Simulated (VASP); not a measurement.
Write the native input for VASP 6.6.1 that does the following.

```
Task                   : relaxation of cell and atoms
Functional             : PBE
Potentials or basis    : VASP PAW PBE potentials, release 64 (Y_sv, F)
Cutoff                 : 600 eV
k mesh                 : 4 × 4 × 4
Occupations            : gaussian, width 0.1 eV
Spin                   : no spin polarisation
Dipole correction      : no
Further INCAR settings : ALGO = Normal; EDIFF = 1e-07; IBRION = 2; EDIFFG = -0.04; NSW = 90; ISIF = 3
```

The structure of YF lies in POSCAR:

```
YF
1.0
    3.9142846100      0.0000000000      0.0000000000
    0.0000000000      3.9142846100      0.0000000000
    0.0000000000      0.0000000000      5.5356343800
Y F
2 2
Direct
    0.5000000000      0.0000000000      0.7500000000
    0.0000000000      0.5000000000      0.2500000000
    0.0000000000      0.0000000000      0.0000000000
    0.5000000000      0.5000000000      0.0000000000
```

This cell differs from its parent crystal: atoms taken out.

One way to write it, as run:

INCAR

```
ALGO = Normal
EDIFF = 1E-7
EDIFFG = -0.04
ENCUT = 600
GGA = PE
IBRION = 2
ISIF = 3
ISMEAR = 0
LASPH = True
LCHARG = False
LREAL = False
LWAVE = False
NELM = 100
NSW = 90
PREC = Accurate
SIGMA = 0.1
```

KPOINTS

```
k-points
0
Gamma
  4 4 4
```

Potentials or basis: VASP PAW PBE potentials, release 64 (Y_sv, F).

The run is started by

```bash
$ cat potpaw_PBE.64/Y_sv/POTCAR potpaw_PBE.64/F/POTCAR > POTCAR
$ mpirun -np 1 vasp_std > vasp.out
```

It gave:

| Property | Result |
| --- | --- |
| Relaxed volume | 19.73 Å³/atom |
| Relaxed cell | a = 3.711 Å, b = 3.711 Å, c = 5.730 Å, α = 90.00°, β = 90.00°, γ = 90.00° |
| Space group after relaxing (to 0.1 Å) | P4/nmm (No. 129) |
| Energy gained by relaxing | 49.2 meV/atom |
| Ionic steps | 9 |
| Pressure after relaxing | 0.0 GPa |
| Largest force after relaxing | 0.019 eV/Å |
| Band gap on the k mesh | zero (bands 18 and 19 overlap by 0.21 eV) |

Caveat: the k points lie up to 0.42 Å⁻¹ apart in the final cell; the cell differs from its parent crystal (atoms taken out).

Run time: 4.7 min on 1 thread of Intel Xeon 8259CL (shared host), peak memory 0.25 GiB.
